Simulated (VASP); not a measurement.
Runs of VASP 6.6.1 on HfC. Symmetry: Fm-3m, No. 225, cubic system. The conventional cell has a = 4.650 Å, b = 4.650 Å, c = 4.650 Å, α = 90.00°, β = 90.00°, γ = 90.00°. Within 3.1 Å of Hf (site symmetry m-3m) lie 6 C at 2.33 Å. C (site symmetry m-3m) has 6 Hf at 2.33 Å within 3.1 Å. 

| level | potentials or basis | gap on the mesh (eV) | pressure (GPa) |
| --- | --- | --- | --- |
| BLYP | VASP PAW PBE potentials, release 64 (Hf_pv, C) | none | 7.5 |
| PBEsol | VASP PAW PBE potentials, release 64 (Hf_pv, C) | none | -7.0 |
| LDA | VASP PAW LDA potentials, release 64 (Hf_pv, C) | none | -11.7 |
| revPBE | VASP PAW PBE potentials, release 64 (Hf_pv, C) | none | (a) |

Alike in all rows: task single point; no spin polarisation; cell as given; k mesh 11 × 11 × 11; cutoff (eV) 600; smearing fermi-dirac 0.1 eV.

Fill in the values left out.

(a) 2.4.

Caveats: spin-orbit coupling is left out, which moves the levels of the heavy elements; the PAW data sets were made with another functional, which shifts forces and pressure a little (at least some runs); the cell stands under tension (at least some runs); the cell stands under pressure (at least some runs).

A k mesh can miss the band edges, and the runs leave out spin-orbit coupling on Hf.

A gap of «none» marks levels without a gap at the run's occupations.
